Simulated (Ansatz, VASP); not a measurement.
# TiPd3: VASP beside Ansatz

Contents of INCAR:

```
SYSTEM = TiPd3
ALGO = Normal
EDIFF = 1E-8
ENCUT = 520
GGA = CA
ISIF = 2
ISMEAR = -1
LASPH = .TRUE.
LCHARG = .FALSE.
LEFG = .TRUE.
LREAL = .FALSE.
LWAVE = .FALSE.
NBANDS = 29
NELM = 60
PREC = Accurate
SIGMA = 0.05
```

File KPOINTS:

```
k-points
0
G
  11 11 11
  0 0 0
```

POSCAR

```
TiPd3
1.0
    3.8072239848      0.0000000000      0.0000000000
    0.0000000000      3.8072239848      0.0000000000
    0.0000000000      0.0000000000      3.8072239848
Ti Pd
1 3
Direct
    0.0000000000      0.0000000000      0.0000000000
    0.0000000000      0.5000000000      0.5000000000
    0.5000000000      0.0000000000      0.5000000000
    0.5000000000      0.5000000000      0.0000000000
```

Input for Ansatz:

```yaml
crystal:
  lattice:
    - [3.8072239848, 0.0, 0.0]
    - [0.0, 3.8072239848, 0.0]
    - [0.0, 0.0, 3.8072239848]
  atoms:
    - { symbol: Ti, position: [0.0, 0.0, 0.0] }
    - { symbol: Pd, position: [0.0, 0.5, 0.5] }
    - { symbol: Pd, position: [0.5, 0.0, 0.5] }
    - { symbol: Pd, position: [0.5, 0.5, 0.0] }
kpoints:
  mp_grid: { grid: [11, 11, 11] }
scf:
  occupations: { method: fermi_dirac, width: 0.05 }
hamiltonian:
  xc: lda
  pseudopotentials: { kind: paw }
output:
  forces: true
  stress: true
  eigenvalues: true
  efg: { contact_densities: true }
```

Change from the starting cell: volume scaled by 0.99, PAW files.

Alike in both runs: task electric field gradients; functional LDA; k mesh 11 × 11 × 11; occupations fermi-dirac, width 0.05 eV; no spin polarisation.

|  | VASP | Ansatz |
| --- | --- | --- |
| version | VASP 6.6.1 | Ansatz 0.2.0 |
| potentials or method | VASP PAW LDA potentials, release 64 (Ti_sv, Pd) | PAW with Ansatz's default frozen-core files, scalar-relativistic |
| plane-wave cutoff (eV) | 520 | 420 |
| valence electrons in the cell | 42 | 66 |

VASP gave:

| Property | Result |
| --- | --- |
| pressure (GPa) | 5.2 |
| size of Vzz on the site where it differs most (V/Å²) | 63.5 |

Task: Which values does Ansatz return?

Result: Pressure (GPa): 4.8; size of Vzz on the site where it differs most (V/Å²): 82.7.

LDA's correlation is that of Perdew and Zunger in VASP and of Perdew and Wang (1992) in Ansatz. VASP's potentials hold 42 valence electrons a cell and Ansatz's 66, so a difference there can come from the potentials and not from the codes.
